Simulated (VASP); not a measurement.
# Ti in VASP: relaxation of the atoms with PBEsol

Aim: the relaxation of the atoms of Ti with PBEsol.

All numbers are computed with VASP 6.6.1; they aren't measurements. Logs are shortened: lines on timing, memory, paths and dates and some standing lists are left out, and cuts for length are marked.

### 1 The cell of the first run

The cell holds a slab with vacuum, 12 atoms: a = 4.515 Å, b = 4.515 Å, c = 24.796 Å, α = 90.00°, β = 90.00°, γ = 120.00°.

### 2 Relaxation of the atoms, PBEsol

Input file INCAR:

```
SYSTEM = Ti
PREC = Accurate ; ENCUT = 520
EDIFF = 1E-6 ; ISMEAR = 0
SIGMA = 0.1 ; LREAL = .False.
LASPH = .True. ; NELM = 100
ALGO = Normal ; ISIF = 2
LWAVE = .False. ; LCHARG = .False.
LDIPOL = .True. ; IDIPOL = 3
DIPOL = 0.5 0.5 0.491 ; GGA = PS
IBRION = 2 ; NSW = 80
EDIFFG = -0.02 ; KPAR = 4
```

Input file KPOINTS:

```
regular mesh
0
Gamma
  9 9 1
  0 0 0
```

Input file POSCAR:

```
Ti
1.0
    4.5152900523      0.0000000000      0.0000000000
   -2.2576450261      3.9103558907      0.0000000000
    0.0000000000      0.0000000000     24.7957777699
Ti
12
Direct
    0.3333333333      0.6666666667      0.3024708509
    0.6666666667      0.3333333333      0.3024708509
    0.0000000000      0.0000000000      0.3589077506
    0.3333333333      0.6666666667      0.4153446504
    0.6666666667      0.3333333333      0.4153446504
    0.0000000000      0.0000000000      0.4717815501
    0.3333333333      0.6666666667      0.5282184499
    0.6666666667      0.3333333333      0.5282184499
    0.0000000000      0.0000000000      0.5846553496
    0.3333333333      0.6666666667      0.6410922494
    0.6666666667      0.3333333333      0.6410922494
    0.0000000000      0.0000000000      0.6975291491
```

Potentials or basis: VASP PAW PBE potentials, release 64 (Ti_sv).

Launch:

```bash
$ cat potpaw_PBE.64/Ti_sv/POTCAR > POTCAR
$ mpirun -np 4 vasp_std > vasp.out
```

OUTCAR:

```text
SYSTEM = Ti
   PREC = Accurate
   ENCUT = 520
   EDIFF = 1E-6
   ISMEAR = 0
   LREAL = .False.
   LASPH = .True.
   NELM = 100
   ISIF = 2
   GGA = PS
   IBRION = 2
   NSW = 80
   EDIFFG = -0.02

 ion  position               nearest neighbor table
   1  0.333  0.667  0.302-   2 2.61   2 2.61   2 2.61   4 2.80
   2  0.667  0.333  0.302-   1 2.61   1 2.61   1 2.61   5 2.80
   3  0.000  0.000  0.359-   6 2.80
   4  0.333  0.667  0.415-   5 2.61   5 2.61   5 2.61   7 2.80   1 2.80
   5  0.667  0.333  0.415-   4 2.61   4 2.61   4 2.61   8 2.80   2 2.80
   6  0.000  0.000  0.472-   3 2.80   9 2.80
   7  0.333  0.667  0.528-   8 2.61   8 2.61   8 2.61  10 2.80   4 2.80
   8  0.667  0.333  0.528-   7 2.61   7 2.61   7 2.61  11 2.80   5 2.80
   9  0.000  0.000  0.585-   6 2.80  12 2.80
  10  0.333  0.667  0.641-  11 2.61  11 2.61  11 2.61   7 2.80
  11  0.667  0.333  0.641-  10 2.61  10 2.61  10 2.61   8 2.80
  12  0.000  0.000  0.698-   9 2.80

  LATTYP: Found a hexagonal cell.
 ALAT       =     4.5152900523
 C/A-ratio  =     5.4915138303

  Lattice vectors:

 A1 = (   4.5152900523,   0.0000000000,   0.0000000000)
 A2 = (  -2.2576450261,   3.9103558907,   0.0000000000)
 A3 = (   0.0000000000,   0.0000000000,  24.7957777699)

Analysis of symmetry for initial positions (statically):
=====================================================================
 Subroutine PRICEL returns:
 Original cell was already a primitive cell.

 Routine SETGRP: Setting up the symmetry group for a
 hexagonal supercell.

 Subroutine GETGRP returns: Found 12 space group operations
 (whereof 12 operations were pure point group operations)
 out of a pool of 24 trial point group operations.

The static configuration has the point symmetry C_6v.

Analysis of symmetry for dynamics (positions and initial velocities):
=====================================================================
 Subroutine PRICEL returns:
 Original cell was already a primitive cell.

 Routine SETGRP: Setting up the symmetry group for a
 hexagonal supercell.

 Subroutine GETGRP returns: Found 12 space group operations
 (whereof 12 operations were pure point group operations)
 out of a pool of 24 trial point group operations.

The dynamic configuration has the point symmetry C_6v.

 Subroutine INISYM returns: Found 12 space group operations
 (whereof 12 operations are pure point group operations),
[... 130 lines left out ...]
   AEXX    =    0.0000 exact exchange contribution
   IVDW    =     0    specifies the selected vdW correction
   LEPSILON=     F    determine dielectric tensor
   LRPA    =     F    only Hartree local field effects (RPA)
 conjugate gradient relaxation of ions
 non-spin polarized calculation
 Gauss-broadening in eV      SIGMA  =   0.10
  energy-cutoff  :      520.00
  volume of cell :      437.80
 maximum number of plane-waves:     11841
 NGX is ok and might be reduce to    36
   NGX = 17   NGY = 17   NGZ = 93

--------------------------------------- Ionic step        1  -------------------------------------------

 number of electron     144.0000039 magnetization

 Free energy of the ion-electron system (eV)
  ---------------------------------------------------
  ext. energy  EPLUGINS =         0.00000000
  ---------------------------------------------------
  free energy    TOTEN  =       -94.82419907 eV

  energy without entropy =      -94.75571473  energy(sigma->0) =      -94.78995690

------------------------ aborting loop because EDIFF is reached ----------------------------------------

  FORCE on cell =-STRESS in cart. coord.  units (eV):
  Direction    XX          YY          ZZ          XY          YZ          ZX
  --------------------------------------------------------------------------------------
  -------------------------------------------------------------------------------------
  Total       -5.3055028     -5.3055028     -6.3050031     -0.0000000     -0.0000000      0.0000000
  in kB      -19.4158968    -19.4158968    -23.0736452     -0.0000000     -0.0000000      0.0000000
  external PRESSURE =     -20.6351463 kB  Pullay stress =       0.0000000 kB
[... 119 lines left out ...]
  FREE ENERGIE OF THE ION-ELECTRON SYSTEM (eV)
  ---------------------------------------------------
  free  energy   TOTEN  =       -95.0522893464 eV

  energy  without entropy=      -94.9882449915  energy(sigma->0) =      -95.02026717

 dipolmoment           0.000000      0.000000      0.006514 electrons x Angstroem

[... ionic steps 4 to 10 ...]

--------------------------------------- Ionic step       11  -------------------------------------------

 number of electron     144.0000032 magnetization

------------------------ aborting loop because EDIFF is reached ----------------------------------------
[... 87 lines left out ...]
--------------------------------------- Ionic step       13  -------------------------------------------

 number of electron     144.0000032 magnetization

 dipolmoment           0.000000      0.000000     -0.033750 electrons x Angstroem

 Free energy of the ion-electron system (eV)
  ---------------------------------------------------
  ext. energy  EPLUGINS =         0.00000000
  ---------------------------------------------------
  free energy    TOTEN  =       -95.08311798 eV

  energy without entropy =      -95.01895230  energy(sigma->0) =      -95.05103514

 E-fermi :   2.0395     XC(G=0):  -6.1757

 val. band max:        2.0393113413   @ k =   0.2222   0.0000   0.0000
 cond. band min:       2.0418478516   @ k =   0.3333   0.3333   0.0000
 fundamental gap:      0.0025365103
 Fermi energy:         2.0394774690

 k-point     1 :       0.0000    0.0000    0.0000
  band No.  band energies     occupation
      1     -54.8449      2.00000
      2     -54.4988      2.00000
      3     -54.4443      2.00000
      4     -54.3875      2.00000
      5     -54.3596      2.00000
      6     -54.2767      2.00000
[... 1033 lines left out ...]
     83       2.9156      0.00000
     84       2.9156      0.00000
 [bands above 84 left out]

------------------------ aborting loop because EDIFF is reached ----------------------------------------

 vacuum level on the upper side and lower side of the slab       (xc-potential included)        -0.174         0.165

  FORCE on cell =-STRESS in cart. coord.  units (eV):
  Direction    XX          YY          ZZ          XY          YZ          ZX
  --------------------------------------------------------------------------------------
  -------------------------------------------------------------------------------------
  Total       -3.6856186     -3.6856186     -0.1122966     -0.0000000      0.0000000     -0.0000000
  in kB      -13.4878058    -13.4878058     -0.4109579     -0.0000000      0.0000000     -0.0000000
  external PRESSURE =      -9.1288565 kB  Pullay stress =       0.0000000 kB
[... 27 lines left out ...]
  FREE ENERGIE OF THE ION-ELECTRON SYSTEM (eV)
  ---------------------------------------------------
  free  energy   TOTEN  =       -95.0831179836 eV

  energy  without entropy=      -95.0189523043  energy(sigma->0) =      -95.05103514

 reached required accuracy - stopping structural energy minimisation

 vacuum level on the upper side and lower side of the slab         5.418         5.763
```

OSZICAR:

```text
N       E                     dE             d eps       ncg     rms          rms(c)
DAV:   1     0.200264382354E+04    0.20026E+04   -0.77811E+04  2144   0.181E+03
DAV:   2     0.179153301058E+03   -0.18235E+04   -0.17924E+04  2064   0.587E+02
DAV:   3    -0.543406050243E+02   -0.23349E+03   -0.22437E+03  3330   0.187E+02
DAV:   4    -0.107409203227E+03   -0.53069E+02   -0.52221E+02  3168   0.682E+01
[... 223 lines left out ...]
DAV:   7    -0.950831407337E+02    0.23278E-04   -0.37958E-04  2832   0.172E-01    0.438E-02
DAV:   8    -0.950831198180E+02    0.20916E-04   -0.25021E-04  2858   0.129E-01    0.174E-02
DAV:   9    -0.950831196485E+02    0.16947E-06   -0.61850E-05  3088   0.567E-02    0.113E-02
DAV:  10    -0.950831182907E+02    0.13578E-05   -0.20502E-05  2944   0.387E-02    0.484E-03
DAV:  11    -0.950831179836E+02    0.30713E-06   -0.25959E-06  1736   0.174E-02
  13 F= -.95083118E+02 E0= -.95051035E+02  d E =-.151847E-03
```

CONTCAR:

```text
Ti
   1.00000000000000
     4.5152900523000001    0.0000000000000000    0.0000000000000000
    -2.2576450261000001    3.9103558907000000    0.0000000000000000
     0.0000000000000000    0.0000000000000000   24.7957777698999990
  Ti
    12
Direct
     0.3333333332999970    0.6666666667000030    0.3087932704994238
     0.6666666667000030    0.3333333332999970    0.3087932704994238
     1.0000000000000000    0.0000000000000000    0.3565251973866882
     0.3333333332999970    0.6666666667000030    0.4160080085679865
     0.6666666667000030    0.3333333332999970    0.4160080085679865
     0.0000000000000000    0.0000000000000000    0.4712277948850697
     0.3333333332999970    0.6666666667000030    0.5271798670787775
     0.6666666667000030    0.3333333332999970    0.5271798670787775
     0.0000000000000000    0.0000000000000000    0.5848634004864425
     0.3333333332999970    0.6666666667000030    0.6397879923440690
     0.6666666667000030    0.3333333332999970    0.6397879923440690
     1.0000000000000000    0.0000000000000000    0.6909715308612939

  0.00000000E+00  0.00000000E+00  0.00000000E+00
  0.00000000E+00  0.00000000E+00  0.00000000E+00
  0.00000000E+00  0.00000000E+00  0.00000000E+00
  0.00000000E+00  0.00000000E+00  0.00000000E+00
  0.00000000E+00  0.00000000E+00  0.00000000E+00
  0.00000000E+00  0.00000000E+00  0.00000000E+00
  0.00000000E+00  0.00000000E+00  0.00000000E+00
  0.00000000E+00  0.00000000E+00  0.00000000E+00
  0.00000000E+00  0.00000000E+00  0.00000000E+00
  0.00000000E+00  0.00000000E+00  0.00000000E+00
  0.00000000E+00  0.00000000E+00  0.00000000E+00
  0.00000000E+00  0.00000000E+00  0.00000000E+00
```

It took 36 min on 4 MPI ranks of Intel Xeon Platinum 8488C (Sapphire Rapids), shared host; peak memory 0.79 GiB.

What came out:

```
Free energy                  : -95.0831 eV
Energy gained by relaxing    : 21.6 meV/atom
Ionic steps                  : 13
Largest force after relaxing : 0.011 eV/Å
Band gap on the k mesh       : zero (bands 72 and 73 overlap by 0.31 eV)
```

Forces on the atoms (eV/Å):
```
Ti   0.000  0.000  0.005
Ti   0.000  0.000  0.005
Ti   0.000  0.000 -0.011
Ti   0.000  0.000  0.004
Ti   0.000  0.000  0.004
Ti   0.000  0.000 -0.002
Ti   0.000  0.000 -0.001
Ti   0.000  0.000 -0.001
Ti   0.000  0.000 -0.003
Ti   0.000  0.000  0.002
Ti   0.000  0.000  0.002
Ti   0.000  0.000 -0.005
```

The path:
| step | energy change (eV) | largest force (eV/Å) | pressure (GPa) |
| --- | --- | --- | --- |
| 1 | 0.0000 | 1.1541 | -2.06 |
| 2 | -0.1624 | 0.6098 | -1.83 |
| 3 | -0.2281 | 0.2187 | -1.50 |
| 4 | -0.2377 | 0.1358 | -1.44 |
| 5 | -0.2438 | 0.2154 | -1.32 |
| 6 | -0.2510 | 0.1601 | -1.20 |
| 7 | -0.2564 | 0.1389 | -0.99 |
| 8 | -0.2564 | 0.1488 | -0.96 |
| 9 | -0.2588 | 0.0222 | -0.92 |
| 10 | -0.2588 | 0.0222 | -0.91 |
| 11 | -0.2587 | 0.0276 | -0.91 |
| 12 | -0.2588 | 0.0211 | -0.91 |
| 13 | -0.2589 | 0.0108 | -0.91 |

Final structure:
```
Ti
1.0
     4.51529    0.00000    0.00000
    -2.25765    3.91036    0.00000
     0.00000    0.00000   24.79578
Ti
12
Direct
  0.33333 0.66667 0.30879
  0.66667 0.33333 0.30879
  0.00000 0.00000 0.35653
  0.33333 0.66667 0.41601
  0.66667 0.33333 0.41601
  0.00000 0.00000 0.47123
  0.33333 0.66667 0.52718
  0.66667 0.33333 0.52718
  0.00000 0.00000 0.58486
  0.33333 0.66667 0.63979
  0.66667 0.33333 0.63979
  0.00000 0.00000 0.69097
```

Caveat: the PAW data sets were made with another functional, which shifts forces and pressure a little.
